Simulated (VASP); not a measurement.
# Ta2N (C2) in VASP: single point with PBEsol

Aim: the single point of Ta2N with PBEsol.

Program: VASP 6.6.1. These are calculated values, not measurements. Logs are shortened: lines on timing, memory, paths and dates and some standing lists are left out, and cuts for length are marked.

## Step 1: The cell of the first run

The structure is monoclinic, space group C2 (No. 5). Conventional cell: a = 5.525 Å, b = 3.114 Å, c = 5.371 Å, α = 90.00°, β = 94.50°, γ = 90.00°. Ta (site symmetry 1) has 3 N at 2.15 to 2.49 Å within 2.8 Å. Within 2.8 Å of N (site symmetry 2) lie 6 Ta at 2.15 to 2.49 Å.

## Step 2: Single point, PBEsol (strained and its atoms moved)

File INCAR:

```
  PREC = Accurate
  ENCUT = 520
  EDIFF = 1E-6
  ISMEAR = 0
  SIGMA = 0.1
  LREAL = F
  LASPH = T
  NELM = 80
  ALGO = Normal
  ISIF = 2
  LWAVE = F
  LCHARG = F
  GGA = PS
  NBANDS = 20
```

File KPOINTS:

```
regular mesh
0
Gamma
  14 14 8
```

File POSCAR:

```
Ta2N
1.0
    3.1690797848     -0.0316889301      0.1123743004
   -1.6119833109      2.7286722138     -0.1123679794
    0.1758012601     -0.1014874864      5.3674900518
Ta N
2 1
Direct
    0.6382395298      0.3480132226      0.7430200049
    0.3480132226      0.6382395298      0.2569799951
    0.0137472476      0.0137472476      0.0000000000
```

Potentials or basis: VASP PAW PBE potentials, release 64 (Ta_pv, N).

Command:

```console
cat potpaw_PBE.64/Ta_pv/POTCAR potpaw_PBE.64/N/POTCAR > POTCAR
mpirun -np 1 vasp_std > vasp.out
```

OUTCAR:

```text
PREC = Accurate
   ENCUT = 520
   EDIFF = 1E-6
   ISMEAR = 0
   LREAL = F
   LASPH = T
   NELM = 80
   ISIF = 2
   GGA = PS

 ion  position               nearest neighbor table
   1  0.638  0.348  0.743-   3 2.15   3 2.24   3 2.49   2 3.08   2 3.17   2 3.18   2 3.18   2 3.45
                             2 3.45
   2  0.348  0.638  0.257-   3 2.15   3 2.24   3 2.49   1 3.08   1 3.17   1 3.18   1 3.18   1 3.45
                             1 3.45
   3  0.014  0.014  0.000-   1 2.15   2 2.15   2 2.24   1 2.24   1 2.49   2 2.49

  LATTYP: Found a base centered monoclinic cell.
 ALAT       =     5.5252752929
 B/A-ratio  =     0.5636287984
 C/A-ratio  =     0.9721374693
 COS(beta)  =    -0.0784067723

  Lattice vectors:

 A1 = (  -1.6119833109,   2.7286722138,  -0.1123679794)
 A2 = (  -3.1690797848,   0.0316889301,  -0.1123743004)
 A3 = (   0.1758012601,  -0.1014874864,   5.3674900518)

Analysis of symmetry for initial positions (statically):
=====================================================================
 Subroutine PRICEL returns:
 Original cell was already a primitive cell.

 Routine SETGRP: Setting up the symmetry group for a
 base centered monoclinic supercell.

 Subroutine GETGRP returns: Found  2 space group operations
 (whereof  2 operations were pure point group operations)
 out of a pool of  4 trial point group operations.

The static configuration has the point symmetry C_2 .

Analysis of symmetry for dynamics (positions and initial velocities):
=====================================================================
 Subroutine PRICEL returns:
 Original cell was already a primitive cell.

 Routine SETGRP: Setting up the symmetry group for a
 base centered monoclinic supercell.

 Subroutine GETGRP returns: Found  2 space group operations
 (whereof  2 operations were pure point group operations)
 out of a pool of  4 trial point group operations.

The dynamic configuration has the point symmetry C_2 .

 Subroutine INISYM returns: Found  2 space group operations
 (whereof  2 operations are pure point group operations),
 and found     1 'primitive' translations

----------------------------------------------------------------------------------------

                                     Primitive cell

  volume of cell :      46.0695

  direct lattice vectors                    reciprocal lattice vectors
     3.169079785 -0.031688930  0.112374300     0.317666021  0.187380992 -0.006861542
    -1.611983311  2.728672214 -0.112367979     0.003444479  0.368795972  0.006860308
     0.175801260 -0.101487486  5.367490052    -0.006578577  0.003797688  0.186594093

  length of vectors
     3.171229865  3.171240894  5.371327140     0.368877239  0.368875856  0.186748643

  position of ions in fractional coordinates (direct lattice)
     0.638239530  0.348013223  0.743020005
     0.348013223  0.638239530  0.256979995
     0.013747248  0.013747248  0.000000000

  ion indices of the primitive-cell ions
   primitive index   ion index
                 1           1
                 2           2
                 3           3

----------------------------------------------------------------------------------------

 KPOINTS: regular mesh

Automatic generation of k-mesh.
 Grid dimensions read from file:
 generate k-points for:   14   14    8

 Generating k-lattice:

  Cartesian coordinates                     Fractional coordinates (reciprocal lattice)
     0.022690430  0.013384357 -0.000490110     0.071428571 -0.000000000 -0.000000000
     0.000246034  0.026342569  0.000490022    -0.000000000  0.071428571 -0.000000000
    -0.000822322  0.000474711  0.023324262     0.000000000 -0.000000000  0.125000000

  Length of vectors
     0.026348374  0.026348275  0.023343580

  Shift w.r.t. Gamma in fractional coordinates (k-lattice)
     0.000000000  0.000000000  0.000000000

 Subroutine IBZKPT returns following result:
 ===========================================

 Found    429 irreducible k-points:

 Following reciprocal coordinates:
            Coordinates               Weight
  0.000000  0.000000  0.000000      1.000000
  0.071429 -0.000000 -0.000000      4.000000
  0.142857 -0.000000  0.000000      4.000000
  0.214286 -0.000000 -0.000000      4.000000
  0.285714 -0.000000 -0.000000      4.000000
  0.357143 -0.000000 -0.000000      4.000000
[... 16 lines left out ...]
  0.214286  0.142857 -0.000000      4.000000
  0.285714  0.142857 -0.000000      4.000000
 [... further k-points ...]
   k-points           NKPTS =    429   k-points in BZ     NKDIM =    429   number of bands    NBANDS=     20
   number of dos      NEDOS =    301   number of ions     NIONS =      3
   total plane-waves  NPLWV =  23040
   dimension x,y,z NGX =    24 NGY =   24 NGZ =   40
   dimension x,y,z NGXF=    48 NGYF=   48 NGZF=   80
   ions per type =               2   1
   NGX,Y,Z   is equivalent  to a cutoff of  12.58, 12.58, 12.38 a.u.
   NGXF,Y,Z  is equivalent  to a cutoff of  25.16, 25.16, 24.76 a.u.
 SYSTEM =  unknown system
   PREC   = accura    normal or accurate (medium, high low for compatibility)
   ISTART =      0    job   : 0-new  1-cont  2-samecut
   ICHARG =      2    charge: 1-file 2-atom 10-const
   ISPIN  =      1    spin polarized calculation?
   LNONCOLLINEAR =      F non collinear calculations
   LSORBIT =      F    spin-orbit coupling
   LASPH  =      T    aspherical Exc in radial PAW
   ENCUT  =  520.0 eV  38.22 Ry    6.18 a.u.   5.90  5.90  9.99*2*pi/ulx,y,z
   NELM   =     80;   NELMIN=  2; NELMDL= -5     # of ELM steps
   EDIFF  = 0.1E-05   stopping-criterion for ELM
   LREAL  =      F    real-space projection
   EDIFFG = 0.1E-04   stopping-criterion for IOM
   NSW    =      0    number of steps for IOM
   IBRION =     -1    ionic relax: 0-MD 1-quasi-New 2-CG
   NFREE  =      0    steps in history (QN), initial steepest desc. (CG)
   ISIF   =      2    stress and relaxation
   ISYM   =      2    0-nonsym 1-usesym 2-fastsym
   POTIM  = 0.5000    time-step for ionic-motion
   TEBEG  =    0.0;   TEEND  =   0.0 temperature during run
   PSTRESS=    0.0 pullay stress
   NELECT =      27.0000    total number of electrons
   NUPDOWN=      -1.0000    fix difference up-down
   EMIN   =  10.00;   EMAX   =-10.00  energy-range for DOS
   EFERMI =   0.00;   METHOD = LEGACY
   ISMEAR =     0;   SIGMA  =   0.10  broadening in eV -4-tet -1-fermi 0-gaus
   EFERMI_NEDOS =   21; number of points for ismear=-14 and -15
   IALGO  =     38    algorithm
   IMIX   =      4    mixing-type and parameters
     AMIX     =   0.40;   BMIX     =  1.00
     AMIX_MAG =   1.60;   BMIX_MAG =  1.00
  volume/ion in A,a.u.               =      15.36       103.63
  Fermi-wavevector in a.u.,A,eV,Ry     =   1.370014  2.588950 25.537284  1.876937
  Thomas-Fermi vector in A             =   2.495838
   LORBIT       =      0    0 simple, 1 ext, 2 COOP (PROOUT), +10 PAW based schemes
   GGA     = PS    functional components
   LHFCALC =     F    Hartree Fock is set to
   AEXX    =    0.0000 exact exchange contribution
   IVDW    =     0    specifies the selected vdW correction
   LEPSILON=     F    determine dielectric tensor
   LRPA    =     F    only Hartree local field effects (RPA)
 non-spin polarized calculation
 Gauss-broadening in eV      SIGMA  =   0.10
  energy-cutoff  :      520.00
  volume of cell :       46.07
 maximum number of plane-waves:      1259
   NGX = 11   NGY = 11   NGZ = 19

 number of electron      27.0000000 magnetization

 Free energy of the ion-electron system (eV)
  ---------------------------------------------------
  ext. energy  EPLUGINS =         0.00000000
  ---------------------------------------------------
  free energy    TOTEN  =       -35.52661031 eV

  energy without entropy =      -35.51978554  energy(sigma->0) =      -35.52319792

 E-fermi :   6.1350     XC(G=0): -12.3478

 val. band max:        6.1329649387   @ k =   0.5000   0.2143   0.1250
 cond. band min:       6.1349917335   @ k =   0.4286   0.1429   0.1250
 fundamental gap:      0.0020267947
 Fermi energy:         6.1349709391

 k-point     1 :       0.0000    0.0000    0.0000
  band No.  band energies     occupation
      1     -29.4790      2.00000
      2     -28.9779      2.00000
      3     -28.9494      2.00000
      4     -28.9073      2.00000
      5     -28.8863      2.00000
      6     -28.8793      2.00000
[... 12 lines left out ...]
     19       7.8352      0.00000
     20      10.1826      0.00000

 k-point     2 :       0.0714   -0.0000   -0.0000
  band No.  band energies     occupation
      1     -29.4695      2.00000
      2     -28.9884      2.00000
      3     -28.9541      2.00000
      4     -28.9335      2.00000
      5     -28.9075      2.00000
      6     -28.8810      2.00000
[... 12 lines left out ...]
     19       8.3674      0.00000
     20      10.0076      0.00000

 k-point     3 :       0.1429   -0.0000    0.0000
  band No.  band energies     occupation
      1     -29.4422      2.00000
      2     -29.0347      2.00000
      3     -28.9966      2.00000
      4     -28.9766      2.00000
      5     -28.9464      2.00000
      6     -28.8894      2.00000
[... 12 lines left out ...]
     19       9.1494      0.00000
     20       9.8256      0.00000

 k-point     4 :       0.2143   -0.0000   -0.0000
  band No.  band energies     occupation
      1     -29.4011      2.00000
      2     -29.1354      2.00000
      3     -29.0827      2.00000
      4     -29.0133      2.00000
      5     -28.9664      2.00000
      6     -28.9032      2.00000
[... 12 lines left out ...]
     19       9.6145      0.00000
     20      10.1188      0.00000

 k-point     5 :       0.2857   -0.0000   -0.0000
  band No.  band energies     occupation
      1     -29.3533      2.00000
      2     -29.2524      2.00000
      3     -29.1816      2.00000
      4     -29.0451      2.00000
      5     -28.9854      2.00000
      6     -28.9197      2.00000
[... 12 lines left out ...]
     19       9.8561      0.00000
     20      10.5162      0.00000
[... 353 lines left out ...]
      6     -28.8852      2.00000
[... 12 lines left out ...]
     19       7.8833      0.00000
     20       9.7262      0.00000

 k-point    22 :       0.1429    0.1429   -0.0000
  band No.  band energies     occupation
      1     -29.3801      2.00000
      2     -29.1726      2.00000
      3     -29.1529      2.00000
      4     -29.0293      2.00000
      5     -28.9842      2.00000
      6     -28.9085      2.00000
[... 12 lines left out ...]
     19       9.9143      0.00000
     20      10.5417      0.00000

 k-point    23 :       0.2143    0.1429   -0.0000
  band No.  band energies     occupation
      1     -29.3361      2.00000
      2     -29.2738      2.00000
      3     -29.2285      2.00000
      4     -29.0636      2.00000
      5     -29.0096      2.00000
      6     -28.9268      2.00000
[... 12 lines left out ...]
     19      10.0185      0.00000
     20      10.8471      0.00000

 k-point    24 :       0.2857    0.1429   -0.0000
  band No.  band energies     occupation
      1     -29.3634      2.00000
      2     -29.2984      2.00000
      3     -29.2754      2.00000
      4     -29.1008      2.00000
      5     -29.0356      2.00000
      6     -28.9476      2.00000
[... 12 lines left out ...]
     19      10.1772      0.00000
     20      10.9863      0.00000

 [... further k-points ...]
[... 5 lines left out ...]
  --------------------------------------------------------------------------------------
  -------------------------------------------------------------------------------------
  Total       -7.6324428     -7.1079126    -10.2388607      0.4543133      0.7326678     -1.2690789
  in kB     -265.4364591   -247.1946647   -356.0808769     15.7998308     25.4802762    -44.1352532
  external PRESSURE =    -289.5706669 kB  Pullay stress =       0.0000000 kB

 VOLUME and BASIS-vectors are now :
 -----------------------------------------------------------------------------
  energy-cutoff  :      520.00
  volume of cell :       46.07
      direct lattice vectors                 reciprocal lattice vectors
     3.169079785 -0.031688930  0.112374300     0.317666021  0.187380992 -0.006861542
    -1.611983311  2.728672214 -0.112367979     0.003444479  0.368795972  0.006860308
     0.175801260 -0.101487486  5.367490052    -0.006578577  0.003797688  0.186594093

 POSITION                                       TOTAL-FORCE (eV/Angst)
 -----------------------------------------------------------------------------------
      1.59226      0.85398      4.02077         0.348942      0.225526      0.375486
      0.11923      1.70444      1.34673         0.020838      0.414956     -0.375485
      0.02141      0.03708      0.00000        -0.369781     -0.640482     -0.000002
 -----------------------------------------------------------------------------------
    total drift:                               -0.000120     -0.000165      0.000048

  FREE ENERGIE OF THE ION-ELECTRON SYSTEM (eV)
  ---------------------------------------------------
  free  energy   TOTEN  =       -35.5266103073 eV

  energy  without entropy=      -35.5197855406  energy(sigma->0) =      -35.52319792
```

It took 2.2 min on 1 thread of Intel Xeon 6975P-C (Granite Rapids), shared host; peak memory 0.44 GiB.

What came out:

- Free energy: -35.5266 eV
- Pressure: -29.0 GPa
- Largest force: 0.740 eV/Å

Forces on the atoms (eV/Å):
```
Ta   0.349  0.226  0.375
Ta   0.021  0.415 -0.375
N   -0.370 -0.640  0.000
```

Levels at points of the mesh, in eV from the Fermi level:
```csv
k point,band 9,band 10,band 11,band 12,band 13,band 14,band 15,band 16,band 17,band 18
"(0.00, 0.00, 0.00)",-5.23,-5.04,-4.74,-1.37,-0.36,-0.29,0.21,0.60,0.82,1.17
"(0.50, 0.00, 0.00)",-6.04,-5.28,-3.92,-2.13,-1.20,0.38,1.99,2.15,3.65,3.78
"(0.50, 0.50, 0.00)",-6.46,-5.69,-3.71,-2.29,-1.18,1.40,2.54,3.10,3.17,3.44
"(0.00, 0.00, 0.50)",-5.31,-4.74,-3.29,-2.76,-0.93,-0.51,1.06,1.22,1.45,2.28
"(0.50, 0.00, 0.50)",-6.11,-5.13,-3.20,-1.85,-1.72,-0.80,0.71,3.38,3.51,3.68
"(0.50, 0.50, 0.50)",-6.47,-5.51,-2.77,-2.10,-2.06,0.11,0.96,3.40,3.47,3.80
```

Caveat: the cell differs from its parent crystal (strained and its atoms moved); the PAW data sets were made with another functional, which shifts forces and pressure a little; spin-orbit coupling is left out, which moves the levels of the heavy elements.
